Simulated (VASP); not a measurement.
# EuTiAl4Si2 (P4/mmm) in VASP: single point with PBE

Aim: the single point of EuTiAl4Si2 with PBE.

Everything below comes from runs of VASP 6.6.1. Logs are shortened: lines on timing, memory, paths and dates and some standing lists are left out, and cuts for length are marked.

## (1) The cell of the first run

It takes space group P4/mmm (No. 123, tetragonal). The conventional cell has a = 4.211 Å, b = 4.211 Å, c = 8.359 Å, α = 90.00°, β = 90.00°, γ = 90.00°. Eu (site symmetry 4/mmm) has 8 Si at 3.21 Å and 8 Al at 3.48 Å and 2 Ti at 4.18 Å and 4 Eu at 4.21 Å within 4.3 Å. Ti (site symmetry 4/mmm) has 8 Al at 2.53 Å within 3.3 Å. Within 3.3 Å of Al (site symmetry 2mm) lie 2 Ti at 2.53 Å and 2 Si at 2.63 Å and 5 Al at 2.81 to 2.98 Å. Si (site symmetry 4mm) has 1 Si at 2.38 Å and 4 Al at 2.63 Å and 4 Eu at 3.21 Å within 3.3 Å.

## (2) Single point, PBE

Contents of POSCAR:

```
EuTiAl4Si2
1.0
    4.2111631100      0.0000000000      0.0000000000
    0.0000000000      4.2111631100      0.0000000000
    0.0000000000      0.0000000000      8.3587954500
Eu Ti Al Si
1 1 4 2
Direct
    0.0000000000      0.0000000000      0.5000000000
    0.0000000000      0.0000000000      0.0000000000
    0.0000000000      0.5000000000      0.1680000000
    0.5000000000      0.0000000000      0.1680000000
    0.0000000000      0.5000000000      0.8320000000
    0.5000000000      0.0000000000      0.8320000000
    0.5000000000      0.5000000000      0.3574000000
    0.5000000000      0.5000000000      0.6426000000
```

Contents of INCAR.step1:

```
SYSTEM = EuTiAl4Si2
PREC = Accurate
ENCUT = 520
EDIFF = 1E-6
ISMEAR = 1
SIGMA = 0.2858
LREAL = .FALSE.
LASPH = .TRUE.
NELM = 100
ALGO = Normal
ISIF = 2
LWAVE = .FALSE.
LCHARG = .TRUE.
LMAXMIX = 6
GGA = PE
NBANDS = 34
```

Contents of KPOINTS.step1:

```
Automatic mesh
0
G
  6 6 3
  0 0 0
```

Contents of INCAR.step2:

```
SYSTEM = EuTiAl4Si2
PREC = Accurate
ENCUT = 520
EDIFF = 1E-6
ISMEAR = -5
SIGMA = 0.2858
LREAL = .FALSE.
LASPH = .TRUE.
NELM = 100
ALGO = Normal
ISIF = 2
LWAVE = .FALSE.
LCHARG = .FALSE.
LMAXMIX = 6
GGA = PE
LORBIT = 10
NEDOS = 1001
ICHARG = 11
```

Contents of KPOINTS.step2:

```
Automatic mesh
0
G
  9 9 5
  0 0 0
```

Potentials or basis: VASP PAW PBE potentials, release 64 (Eu, Ti_sv, Al, Si).

The run is started by

```
cat potpaw_PBE.64/Eu/POTCAR potpaw_PBE.64/Ti_sv/POTCAR potpaw_PBE.64/Al/POTCAR potpaw_PBE.64/Si/POTCAR > POTCAR
cp INCAR.step1 INCAR
cp KPOINTS.step1 KPOINTS
mpirun -np 1 vasp_std > vasp.out
cp INCAR.step2 INCAR
cp KPOINTS.step2 KPOINTS
mpirun -np 1 vasp_std > vasp.out
```

OUTCAR:

```text
SYSTEM = EuTiAl4Si2
   PREC = Accurate
   ENCUT = 520
   EDIFF = 1E-6
   ISMEAR = -5
   LREAL = .FALSE.
   LASPH = .TRUE.
   NELM = 100
   ISIF = 2
   GGA = PE
   LORBIT = 10
   ICHARG = 11

 ion  position               nearest neighbor table
   1  0.000  0.000  0.500-   7 3.21   8 3.21   7 3.21   8 3.21   7 3.21   8 3.21   7 3.21   8 3.21

   2  0.000  0.000  0.000-   3 2.53   4 2.53   5 2.53   6 2.53   3 2.53   5 2.53   4 2.53   6 2.53

   3  0.000  0.500  0.168-   2 2.53   2 2.53   7 2.63   7 2.63   5 2.81   4 2.98   4 2.98   4 2.98
                             4 2.98
   4  0.500  0.000  0.168-   2 2.53   2 2.53   7 2.63   7 2.63   6 2.81   3 2.98   3 2.98   3 2.98
                             3 2.98
   5  0.000  0.500  0.832-   2 2.53   2 2.53   8 2.63   8 2.63   3 2.81   6 2.98   6 2.98   6 2.98
                             6 2.98
   6  0.500  0.000  0.832-   2 2.53   2 2.53   8 2.63   8 2.63   4 2.81   5 2.98   5 2.98   5 2.98
                             5 2.98
   7  0.500  0.500  0.357-   8 2.38   4 2.63   3 2.63   4 2.63   3 2.63   1 3.21   1 3.21   1 3.21
                             1 3.21
   8  0.500  0.500  0.643-   7 2.38   6 2.63   5 2.63   6 2.63   5 2.63   1 3.21   1 3.21   1 3.21
                             1 3.21

  LATTYP: Found a simple tetragonal cell.
 ALAT       =     4.2111631100
 C/A-ratio  =     1.9849137238

  Lattice vectors:

 A1 = (   4.2111631100,   0.0000000000,   0.0000000000)
 A2 = (   0.0000000000,   4.2111631100,   0.0000000000)
 A3 = (   0.0000000000,   0.0000000000,   8.3587954500)

Analysis of symmetry for initial positions (statically):
=====================================================================
 Subroutine PRICEL returns:
 Original cell was already a primitive cell.

 Routine SETGRP: Setting up the symmetry group for a
 simple tetragonal supercell.

 Subroutine GETGRP returns: Found 16 space group operations
 (whereof 16 operations were pure point group operations)
 out of a pool of 16 trial point group operations.

The static configuration has the point symmetry D_4h.

Analysis of symmetry for dynamics (positions and initial velocities):
=====================================================================
 Subroutine PRICEL returns:
 Original cell was already a primitive cell.

 Routine SETGRP: Setting up the symmetry group for a
 simple tetragonal supercell.

 Subroutine GETGRP returns: Found 16 space group operations
 (whereof 16 operations were pure point group operations)
[... 135 lines left out ...]
     AMIX     =   0.40;   BMIX     =  1.00
     AMIX_MAG =   1.60;   BMIX_MAG =  1.00
  volume/ion in A,a.u.               =      18.53       125.04
  Fermi-wavevector in a.u.,A,eV,Ry     =   1.131942  2.139061 17.433051  1.281293
  Thomas-Fermi vector in A             =   2.268642
   LORBIT       =     10    0 simple, 1 ext, 2 COOP (PROOUT), +10 PAW based schemes
   GGA     = PE    functional components
   LHFCALC =     F    Hartree Fock is set to
   AEXX    =    0.0000 exact exchange contribution
   IVDW    =     0    specifies the selected vdW correction
   LEPSILON=     F    determine dielectric tensor
   LRPA    =     F    only Hartree local field effects (RPA)
 non-spin polarized calculation
 Fermi weights with tetrahedron method with Bloechl corrections
  energy-cutoff  :      520.00
  volume of cell :      148.23
 maximum number of plane-waves:      4017
 NGX is ok and might be reduce to    32

 number of electron      48.9999991 magnetization

 Free energy of the ion-electron system (eV)
  ---------------------------------------------------
  ext. energy  EPLUGINS =         0.00000000
  ---------------------------------------------------
  free energy    TOTEN  =       -38.97191419 eV

  energy without entropy =      -38.97191419  energy(sigma->0) =      -38.97191419

 E-fermi :   6.7670     XC(G=0): -10.3478

 val. band max:        6.7691788515   @ k =   0.1111   0.1111   0.4000
 cond. band min:       6.7654845419   @ k =   0.2222   0.0000   0.2000
 fundamental gap:     -0.0036943096
 Fermi energy:         6.7669663400

 k-point     1 :       0.0000    0.0000    0.0000
  band No.  band energies     occupation
      1     -49.2340      2.00000
      2     -34.0170      2.00000
      3     -25.6826      2.00000
      4     -25.6826      2.00000
      5     -25.4552      2.00000
      6     -12.9702      2.00000
[... 757 lines left out ...]
     28       6.9474      0.00000
     29       7.0399      0.00000

 [... further k-points ...]

------------------------ aborting loop because EDIFF is reached ----------------------------------------

  FORCE on cell =-STRESS in cart. coord.  units (eV):
  Direction    XX          YY          ZZ          XY          YZ          ZX
  --------------------------------------------------------------------------------------
  -------------------------------------------------------------------------------------
  Total       -0.8875671     -0.8875671      5.2551321      0.0000000     -0.0000000     -0.0000000
  in kB       -9.5932103     -9.5932103     56.7997461      0.0000000     -0.0000000     -0.0000000
  external PRESSURE =      12.5377752 kB  Pullay stress =       0.0000000 kB

 VOLUME and BASIS-vectors are now :
 -----------------------------------------------------------------------------
  energy-cutoff  :      520.00
  volume of cell :      148.23
      direct lattice vectors                 reciprocal lattice vectors
     4.211163110  0.000000000  0.000000000     0.237464086  0.000000000  0.000000000
     0.000000000  4.211163110  0.000000000     0.000000000  0.237464086  0.000000000
     0.000000000  0.000000000  8.358795450     0.000000000  0.000000000  0.119634462

 POSITION                                       TOTAL-FORCE (eV/Angst)
 -----------------------------------------------------------------------------------
      0.00000      0.00000      4.17940        -0.000000      0.000000      0.000000
      0.00000      0.00000      0.00000        -0.000000      0.000000      0.000000
      0.00000      2.10558      1.40428        -0.000000      0.000000      1.508848
      2.10558      0.00000      1.40428        -0.000000      0.000000      1.508848
      0.00000      2.10558      6.95452         0.000000     -0.000000     -1.508848
      2.10558      0.00000      6.95452        -0.000000     -0.000000     -1.508848
      2.10558      2.10558      2.98743        -0.000000      0.000000      1.051437
      2.10558      2.10558      5.37136         0.000000      0.000000     -1.051437
 -----------------------------------------------------------------------------------
    total drift:                               -0.000000      0.000000      0.000000

  FREE ENERGIE OF THE ION-ELECTRON SYSTEM (eV)
  ---------------------------------------------------
  free  energy   TOTEN  =       -38.9719141876 eV

  energy  without entropy=      -38.9719141876  energy(sigma->0) =      -38.97191419

 total charge

# of ion       s       p       d       f       tot
--------------------------------------------------
    1        2.018   5.645   0.461   6.312  14.436
    2        2.228   6.142   2.253   0.000  10.623
    3        0.446   0.372   0.000   0.000   0.819
    4        0.446   0.372   0.000   0.000   0.819
    5        0.446   0.372   0.000   0.000   0.819
    6        0.446   0.372   0.000   0.000   0.819
    7        0.781   0.872   0.000   0.000   1.653
    8        0.781   0.872   0.000   0.000   1.653
--------------------------------------------------
tot          7.594  15.021   2.713   6.312  31.640
```

OUTCAR.step1:

```text
SYSTEM = EuTiAl4Si2
   PREC = Accurate
   ENCUT = 520
   EDIFF = 1E-6
   ISMEAR = 1
   LREAL = .FALSE.
   LASPH = .TRUE.
[... 987 lines left out ...]
      2.10558      0.00000      6.95452        -0.000000      0.000000     -1.516900
      2.10558      2.10558      2.98743        -0.000000      0.000000      1.050863
      2.10558      2.10558      5.37136         0.000000     -0.000000     -1.050863
 -----------------------------------------------------------------------------------
    total drift:                               -0.000000      0.000000      0.000000

  FREE ENERGIE OF THE ION-ELECTRON SYSTEM (eV)
  ---------------------------------------------------
  free  energy   TOTEN  =       -39.1965253514 eV

  energy  without entropy=      -38.8395500491  energy(sigma->0) =      -39.07753358
```

It took 12 min on 1 thread of Intel Xeon Platinum 8488C (Sapphire Rapids), shared host; peak memory 0.41 GiB.

What came out:

* Valence electrons inside the program's atomic spheres: Eu 14.44; Ti 10.62; Al 0.82; Si 1.65

Levels at points of the mesh, in eV from the Fermi level:
| k point | band 21 | band 22 | band 23 | band 24 | band 25 | band 26 | band 27 | band 28 |
| --- | --- | --- | --- | --- | --- | --- | --- | --- |
| (0.00, 0.00, 0.00) | -0.43 | -0.19 | -0.19 | 0.00 | 0.05 | 0.05 | 0.11 | 0.54 |

Caveat: spin-orbit coupling is left out, which moves the levels of the heavy elements; semilocal functionals describe open f shells poorly, which spoils levels, moments and volumes; tetrahedron occupations give inexact forces and stress in metals. Spin polarisation is off, so any magnetic state and its effect on volume and gap are missing.
